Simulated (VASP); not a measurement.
# BeTe (F-43m) in VASP: single point with PBE

Aim: the single point of BeTe with PBE.

Everything below comes from runs of VASP 6.6.1. Logs are shortened: lines on timing, memory, paths and dates and some standing lists are left out, and cuts for length are marked.

## 1. The cell of the first run

Symmetry: F-43m, No. 216, cubic system. Conventional cell: a = 5.540 Å, b = 5.540 Å, c = 5.540 Å, α = 90.00°, β = 90.00°, γ = 90.00°. Within 3.2 Å of Be (site symmetry -43m) lie 4 Te at 2.40 Å. Within 3.2 Å of Te (site symmetry -43m) lie 4 Be at 2.40 Å.

## 2. Single point, PBE, non-collinear spin, zero start, spin-orbit coupling

Input file INCAR:

```
ALGO = Normal
EDIFF = 1E-6
ENCUT = 600
GGA = PE
GGA_COMPAT = False
ISIF = 2
ISMEAR = -1
LASPH = True
LCHARG = False
LORBIT = 11
LORBMOM = True
LREAL = False
LSORBIT = True
LWAVE = False
MAGMOM = 0 0 0 0 0 0
NBANDS = 20
NELM = 200
PREC = Accurate
SIGMA = 0.03
```

Input file KPOINTS:

```
k-points
0
Gamma
  11 11 11
```

Input file POSCAR:

```
BeTe
1.0
    0.0000000000      2.7700000000      2.7700000000
    2.7700000000      0.0000000000      2.7700000000
    2.7700000000      2.7700000000      0.0000000000
Be Te
1 1
Direct
    0.0000000000      0.0000000000      0.0000000000
    0.7500000000      0.7500000000      0.7500000000
```

Potentials or basis: VASP PAW PBE potentials, release 64 (Be, Te).

On the command line:

```sh
> cat potpaw_PBE.64/Be/POTCAR potpaw_PBE.64/Te/POTCAR > POTCAR
> mpirun -np 1 vasp_ncl > vasp.out
```

OUTCAR:

```text
EDIFF = 1E-6
   ENCUT = 600
   GGA = PE
   ISIF = 2
   ISMEAR = -1
   LASPH = True
   LORBIT = 11
   LREAL = False
   LSORBIT = True
   NELM = 200
   PREC = Accurate

 ion  position               nearest neighbor table
   1  0.000  0.000  0.000-   2 2.40   2 2.40   2 2.40   2 2.40
   2  0.750  0.750  0.750-   1 2.40   1 2.40   1 2.40   1 2.40

  LATTYP: Found a face centered cubic cell.
 ALAT       =     5.5400000000

  Lattice vectors:

 A1 = (   0.0000000000,   2.7700000000,   2.7700000000)
 A2 = (   2.7700000000,   0.0000000000,   2.7700000000)
 A3 = (   2.7700000000,   2.7700000000,   0.0000000000)

Analysis of symmetry for initial positions (statically):
=====================================================================
 Subroutine PRICEL returns:
 Original cell was already a primitive cell.

 Routine SETGRP: Setting up the symmetry group for a
 face centered cubic supercell.

 Subroutine GETGRP returns: Found 24 space group operations
 (whereof 24 operations were pure point group operations)
 out of a pool of 48 trial point group operations.

The static configuration has the point symmetry T_d .

Analysis of symmetry for dynamics (positions and initial velocities):
=====================================================================
 Subroutine PRICEL returns:
 Original cell was already a primitive cell.

 Routine SETGRP: Setting up the symmetry group for a
 face centered cubic supercell.

 Subroutine GETGRP returns: Found 24 space group operations
 (whereof 24 operations were pure point group operations)
 out of a pool of 48 trial point group operations.

The dynamic configuration has the point symmetry T_d .

Analysis of structural, dynamic, and magnetic symmetry:
=====================================================================
 Subroutine PRICEL returns:
 Original cell was already a primitive cell.

 Routine SETGRP: Setting up the symmetry group for a
 face centered cubic supercell.

 Subroutine GETGRP returns: Found 24 space group operations
 (whereof 24 operations were pure point group operations)
 out of a pool of 48 trial point group operations.

The overall configuration has the point symmetry T_d .

 Subroutine INISYM returns: Found 24 space group operations
 (whereof 24 operations are pure point group operations),
 and found     1 'primitive' translations

----------------------------------------------------------------------------------------

                                     Primitive cell

  volume of cell :      42.5079

  direct lattice vectors                    reciprocal lattice vectors
     0.000000000  2.770000000  2.770000000    -0.180505415  0.180505415  0.180505415
     2.770000000  0.000000000  2.770000000     0.180505415 -0.180505415  0.180505415
     2.770000000  2.770000000  0.000000000     0.180505415  0.180505415 -0.180505415

  length of vectors
     3.917371568  3.917371568  3.917371568     0.312644550  0.312644550  0.312644550

  position of ions in fractional coordinates (direct lattice)
     0.000000000  0.000000000  0.000000000
     0.750000000  0.750000000  0.750000000

  ion indices of the primitive-cell ions
   primitive index   ion index
                 1           1
                 2           2

----------------------------------------------------------------------------------------

 KPOINTS: k-points

Automatic generation of k-mesh.
 Grid dimensions read from file:
 generate k-points for:   11   11   11

 Generating k-lattice:

  Cartesian coordinates                     Fractional coordinates (reciprocal lattice)
    -0.016409583  0.016409583  0.016409583     0.090909091  0.000000000  0.000000000
     0.016409583 -0.016409583  0.016409583     0.000000000  0.090909091  0.000000000
     0.016409583  0.016409583 -0.016409583     0.000000000  0.000000000  0.090909091

[... 95 lines left out ...]

 number of electron       8.0000000 magnetization      -0.0000000     -0.0000000      0.0000000

 number of electron       8.0000000 magnetization      -0.0000000     -0.0000000     -0.0000000

 Free energy of the ion-electron system (eV)
  ---------------------------------------------------
  ext. energy  EPLUGINS =         0.00000000
  ---------------------------------------------------
  free energy    TOTEN  =        -7.67025962 eV

  energy without entropy =       -7.67025962  energy(sigma->0) =       -7.67025962

 E-fermi :   6.5385     XC(G=0):  -9.2569

 val. band max:        5.9575349649   @ k =   0.0000   0.0000   0.0000
 cond. band min:       7.5352634974   @ k =   0.4545   0.4545   0.0000
 fundamental gap:      1.5777285325
 Fermi energy:         6.5384565048

 k-point     1 :       0.0000    0.0000    0.0000
  band No.  band energies     occupation
      1      -6.9655      1.00000
      2      -6.9655      1.00000
      3       5.0357      1.00000
      4       5.0357      1.00000
      5       5.9575      1.00000
      6       5.9575      1.00000
[... 541 lines left out ...]
     19      15.6250      0.00000
     20      15.6425      0.00000

 [... further k-points ...]

------------------------ aborting loop because EDIFF is reached ----------------------------------------

  FORCE on cell =-STRESS in cart. coord.  units (eV):
  Direction    XX          YY          ZZ          XY          YZ          ZX
  --------------------------------------------------------------------------------------
  -------------------------------------------------------------------------------------
  Total        1.1927816      1.1927816      1.1927816     -0.0000000      0.0000000     -0.0000000
  in kB       44.9575058     44.9575058     44.9575058     -0.0000000      0.0000000     -0.0000000
  external PRESSURE =      44.9575058 kB  Pullay stress =       0.0000000 kB

 VOLUME and BASIS-vectors are now :
 -----------------------------------------------------------------------------
  energy-cutoff  :      600.00
  volume of cell :       42.51
      direct lattice vectors                 reciprocal lattice vectors
     0.000000000  2.770000000  2.770000000    -0.180505415  0.180505415  0.180505415
     2.770000000  0.000000000  2.770000000     0.180505415 -0.180505415  0.180505415
     2.770000000  2.770000000  0.000000000     0.180505415  0.180505415 -0.180505415

 POSITION                                       TOTAL-FORCE (eV/Angst)
 -----------------------------------------------------------------------------------
      0.00000      0.00000      0.00000         0.000000      0.000000      0.000000
      4.15500      4.15500      4.15500        -0.000000     -0.000000     -0.000000
 -----------------------------------------------------------------------------------
    total drift:                               -0.000000     -0.000000     -0.000000

  FREE ENERGIE OF THE ION-ELECTRON SYSTEM (eV)
  ---------------------------------------------------
  free  energy   TOTEN  =        -7.6702596211 eV

  energy  without entropy=       -7.6702596211  energy(sigma->0) =       -7.67025962

 orbital moment (x)

 # of ion     p       d       tot
 ----------------------------------------
  1         0.000   0.000   0.000
  2         0.000   0.000   0.000
 ----------------------------------------
            0.000   0.000   0.000

 orbital moment (y)

 # of ion     p       d       tot
 ----------------------------------------
  1         0.000   0.000   0.000
  2         0.000   0.000   0.000
 ----------------------------------------
            0.000   0.000   0.000

 orbital moment (z)

 # of ion     p       d       tot
 ----------------------------------------
  1        -0.000   0.000  -0.000
  2         0.000   0.000   0.000
 ----------------------------------------
           -0.000   0.000  -0.000

 Spin-Orbit-Coupling matrix elements

 Ion:    1  E_soc:     -0.0000089
 l=   1
     0.0000000    -0.0000015    -0.0000015
    -0.0000015     0.0000000    -0.0000015
    -0.0000015    -0.0000015     0.0000000
 l=   2
     0.0000000     0.0000000     0.0000000     0.0000000     0.0000000
     0.0000000     0.0000000     0.0000000     0.0000000     0.0000000
     0.0000000     0.0000000     0.0000000     0.0000000     0.0000000
     0.0000000     0.0000000     0.0000000     0.0000000     0.0000000
     0.0000000     0.0000000     0.0000000     0.0000000     0.0000000
 l=   3
     0.0000000     0.0000000     0.0000000     0.0000000     0.0000000     0.0000000     0.0000000
     0.0000000     0.0000000     0.0000000     0.0000000     0.0000000     0.0000000     0.0000000
     0.0000000     0.0000000     0.0000000     0.0000000     0.0000000     0.0000000     0.0000000
     0.0000000     0.0000000     0.0000000     0.0000000     0.0000000     0.0000000     0.0000000
     0.0000000     0.0000000     0.0000000     0.0000000     0.0000000     0.0000000     0.0000000
     0.0000000     0.0000000     0.0000000     0.0000000     0.0000000     0.0000000     0.0000000
     0.0000000     0.0000000     0.0000000     0.0000000     0.0000000     0.0000000     0.0000000

 Ion:    2  E_soc:     -0.1715827
 l=   1
     0.0000000    -0.0284574    -0.0284574
    -0.0284574     0.0000000    -0.0284574
    -0.0284574    -0.0284574     0.0000000
 l=   2
     0.0000000    -0.0000591     0.0000000    -0.0000591    -0.0000806
    -0.0000591     0.0000000    -0.0000605    -0.0000591    -0.0000202
     0.0000000    -0.0000605     0.0000000    -0.0000605     0.0000000
    -0.0000591    -0.0000591    -0.0000605     0.0000000    -0.0000202
    -0.0000806    -0.0000202     0.0000000    -0.0000202     0.0000000
 l=   3
     0.0000000     0.0000000     0.0000000     0.0000000     0.0000000     0.0000000     0.0000000
     0.0000000     0.0000000     0.0000000     0.0000000     0.0000000     0.0000000     0.0000000
     0.0000000     0.0000000     0.0000000     0.0000000     0.0000000     0.0000000     0.0000000
     0.0000000     0.0000000     0.0000000     0.0000000     0.0000000     0.0000000     0.0000000
     0.0000000     0.0000000     0.0000000     0.0000000     0.0000000     0.0000000     0.0000000
     0.0000000     0.0000000     0.0000000     0.0000000     0.0000000     0.0000000     0.0000000
     0.0000000     0.0000000     0.0000000     0.0000000     0.0000000     0.0000000     0.0000000

 total charge

# of ion       s       p       d       tot
------------------------------------------
    1        0.386   0.613   0.000   0.999
    2        1.331   2.168   0.038   3.536
--------------------------------------------------
tot          1.716   2.781   0.038   4.535

 magnetization (x)

# of ion       s       p       d       tot
------------------------------------------
    1        0.000   0.000   0.000   0.000
    2        0.000   0.000  -0.000  -0.000
--------------------------------------------------
tot          0.000   0.000  -0.000   0.000

 magnetization (y)

# of ion       s       p       d       tot
------------------------------------------
    1        0.000   0.000   0.000   0.000
    2        0.000   0.000   0.000   0.000
--------------------------------------------------
tot          0.000   0.000   0.000   0.000

 magnetization (z)

# of ion       s       p       d       tot
------------------------------------------
    1        0.000   0.000   0.000   0.000
    2       -0.000  -0.000  -0.000  -0.000
--------------------------------------------------
tot         -0.000  -0.000  -0.000  -0.000
```

Run time: 1.7 min. Hardware: 1 thread of Intel Xeon Platinum 8559C (Emerald Rapids), shared host; peak memory 0.38 GiB.

Results:

```
Free energy                                           : -7.6703 eV
Pressure                                              : 4.5 GPa
Net moment                                            : 0.00 μB per cell
Valence electrons inside the program's atomic spheres : Be 1.00; Te 3.54
```

Moments on the atoms (μB; x, y, z):
```
Be  0.00 0.00 0.00
Te  0.00 0.00 0.00
```
